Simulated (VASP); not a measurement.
Input of a VASP 6.6.1 run:

POSCAR

```
CdTe
1.0
    0.0000000000      3.1395734784      3.1395734784
    3.1395734784      0.0000000000      3.1395734784
    3.1395734784      3.1395734784      0.0000000000
Te Cd
1 1
Direct
    0.7500000000      0.7500000000      0.7500000000
    0.0000000000      0.0000000000      0.0000000000
```

The input INCAR.step1:

```
PREC     = Accurate       # precision mode
ENCUT    = 520            # plane-wave cutoff, eV
EDIFF    = 1E-5           # SCF threshold, eV
ISMEAR   = -1             # smearing method
SIGMA    = 0.05           # smearing width, eV
LREAL    = False          # projectors in reciprocal space
LASPH    = True           # aspherical terms in the spheres
NELM     = 80             # most SCF steps
ALGO     = Normal         # electronic algorithm
ISIF     = 2              # what is computed and relaxed
LWAVE    = True           # write WAVECAR
LCHARG   = False          # write CHGCAR
GGA      = PE             # functional
NBANDS   = 16             # bands
```

Contents of INCAR.step2:

```
PREC     = Accurate       # precision mode
ENCUT    = 520            # plane-wave cutoff, eV
EDIFF    = 1E-6           # SCF threshold, eV
ISMEAR   = -1             # smearing method
SIGMA    = 0.05           # smearing width, eV
LREAL    = False          # projectors in reciprocal space
LASPH    = True           # aspherical terms in the spheres
NELM     = 80             # most SCF steps
ALGO     = Normal         # electronic algorithm
ISIF     = 2              # what is computed and relaxed
LWAVE    = False          # write WAVECAR
LCHARG   = False          # write CHGCAR
METAGGA  = R2SCAN         # meta-GGA
LHFCALC  = True           # exact exchange
AEXX     = 0.25           # exact-exchange fraction
LMIXTAU  = True         
PRECFOCK = Normal       
ISTART   = 1            
NBANDS   = 16             # bands
```

File KPOINTS:

```
Automatic mesh
0
Gamma
  4 4 4
```

Potentials or basis: VASP PAW PBE potentials, release 64 (Te, Cd).

Launch:

```bash
$ cat potpaw_PBE.64/Te/POTCAR potpaw_PBE.64/Cd/POTCAR > POTCAR
$ cp INCAR.step1 INCAR
$ mpirun -np 1 vasp_std > vasp.out
$ cp INCAR.step2 INCAR
$ mpirun -np 1 vasp_std > vasp.out
```

(1) Estimate the band gap on the k mesh.

(2) What does it give for the pressure?

## Answers

(1) 2.89 eV.

(2) 6.7 GPa.

Caveat: the k points lie up to 0.43 Å⁻¹ apart; the PAW data sets were made with another functional, which shifts forces and pressure a little; spin-orbit coupling is left out, which moves the levels of the heavy elements.
